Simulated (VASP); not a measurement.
Crystal: TiO2.

```xyz
6
Lattice="-1.8921 1.8921 4.7573 1.8921 -1.8921 4.7573 1.8921 1.8921 -4.7573" Properties=species:S:1:pos:R:3 pbc="T T T"
Ti    0.0000    0.0000    0.0000
Ti    0.0000    1.8921    2.3786
O     0.0000    0.0000    1.9800
O     0.0000    1.8921    4.3586
O     0.0000    1.8921    0.3987
O     0.0000    0.0000    7.5346
```

```yaml
Program: VASP 6.6.1
Task: relaxation of cell and atoms
Functional: PBE
Potentials_or_basis: VASP PAW PBE potentials, release 64 (Ti_sv, O)
Cutoff: 600 eV
k_mesh: 8 × 8 × 8
Occupations: fermi-dirac, width 0.02 eV
Spin: no spin polarisation
```

At the start: pressure 5.7 GPa; volume 11.35 Å³/atom.

**Question.** Where does the relaxation end?

**Answer.** Over 14 steps the energy falls by 5.7 meV/atom and the volume is 11.69 Å³/atom (+3.0 %); space group I4_1/amd (No. 141, to 0.1 Å) before and after.

Step by step:
```csv
step,energy change (eV),largest force (eV/Å),pressure (GPa),volume (Å³)
1,0.0000,0.1230,5.68,68.13
2,0.0191,0.3201,-6.31,72.17
3,-0.0307,0.0862,0.04,69.86
4,-0.0307,0.0821,0.11,69.83
5,-0.0317,0.0438,0.12,69.91
6,-0.0323,0.0070,0.05,70.01
7,-0.0330,0.0001,-0.08,70.08
8,-0.0339,0.0215,-0.44,70.27
9,-0.0341,0.0029,0.31,70.05
10,-0.0342,0.0066,0.03,70.14
11,-0.0342,0.0072,0.02,70.14
12,-0.0341,0.0151,-0.17,70.21
13,-0.0342,0.0074,-0.02,70.15
14,-0.0342,0.0016,0.01,70.14
```

Final structure:
```yaml
crystal:
  lattice:
    - [-1.90118, 1.90118, 4.85152]
    - [1.90118, -1.90118, 4.85152]
    - [1.90118, 1.90118, -4.85152]
  atoms:
    - { symbol: Ti, position: [0.00000, 0.00000, 0.00000] }
    - { symbol: Ti, position: [0.75000, 0.25000, 0.50000] }
    - { symbol: O, position: [0.20657, 0.20657, 0.00000] }
    - { symbol: O, position: [0.95657, 0.45657, 0.50000] }
    - { symbol: O, position: [0.54343, 0.04343, 0.50000] }
    - { symbol: O, position: [0.79343, 0.79343, 0.00000] }
```
